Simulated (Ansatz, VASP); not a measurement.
**MgH: VASP beside Ansatz**

Contents of INCAR:

```
PREC = Accurate ; ENCUT = 520
EDIFF = 1E-6 ; ISMEAR = 0
SIGMA = 0.2 ; LREAL = False
LASPH = True ; NELM = 100
ALGO = Normal ; ISIF = 2
LWAVE = False ; LCHARG = True
GGA = PE ; LELF = True
LVHAR = True ; NBANDS = 16
```

The input KPOINTS:

```
Automatic mesh
0
Gamma
  6 4 4
```

The input POSCAR:

```
MgH
1.0
   -1.4335585398     -2.9614179523      0.0000000000
   -4.3006756194      2.9614179523      0.0000000000
    0.0000000000      0.0000000000     -6.3010433052
Mg H
4 4
Direct
    0.0000000000      0.0000000000      0.0000000000
    0.0000000000      0.0000000000      0.5000000000
    0.5000000000      0.5000000000      0.0000000000
    0.5000000000      0.5000000000      0.5000000000
    0.7500000000      0.7500000000      0.7500000000
    0.7500000000      0.7500000000      0.2500000000
    0.2500000000      0.2500000000      0.7500000000
    0.2500000000      0.2500000000      0.2500000000
```

Input for Ansatz:

```yaml
crystal:
  lattice:
    - [-1.4335585398, -2.9614179523, 0.0]
    - [-4.3006756194, 2.9614179523, 0.0]
    - [0.0, 0.0, -6.3010433052]
  atoms:
    - { symbol: Mg, position: [0.0, 0.0, 0.0] }
    - { symbol: Mg, position: [0.0, 0.0, 0.5] }
    - { symbol: Mg, position: [0.5, 0.5, 0.0] }
    - { symbol: Mg, position: [0.5, 0.5, 0.5] }
    - { symbol: H, position: [0.75, 0.75, 0.75] }
    - { symbol: H, position: [0.75, 0.75, 0.25] }
    - { symbol: H, position: [0.25, 0.25, 0.75] }
    - { symbol: H, position: [0.25, 0.25, 0.25] }
basis:
  ecutwfc: 420
kpoints:
  mp_grid: { grid: [6, 4, 4] }
hamiltonian:
  xc: pbe
scf:
  occupations: { method: gaussian, width: 0.2 }
  lower_state_search: "off"
output:
  forces: true
  stress: true
  eigenvalues: true
```

Alike in both runs: task single point; functional PBE; k mesh 6 × 4 × 4; occupations gaussian, width 0.2 eV; no spin polarisation.

|  | VASP | Ansatz |
| --- | --- | --- |
| version | VASP 6.6.1 | Ansatz 0.2.0 |
| potentials or method | VASP PAW PBE potentials, release 64 (Mg, H), cutoff 520 eV | scalar-relativistic, plane waves, PAW |
| valence electrons in the cell | 12 | 44 |

|  | VASP | Ansatz | Ansatz less VASP |
| --- | --- | --- | --- |
| gap on the k mesh at the Fermi level (eV) | none | none | - |
| pressure (GPa) | -0.2 | 0.0 | +0.20 |
| traceless stress, the component that is largest in VASP (GPa) | -0.87 | -0.84 | +0.029 |

A gap of «none» marks a metal or a gap that the smearing closes. VASP's potentials hold 12 valence electrons a cell and Ansatz's 44, so a difference there can come from the potentials and not from the codes.
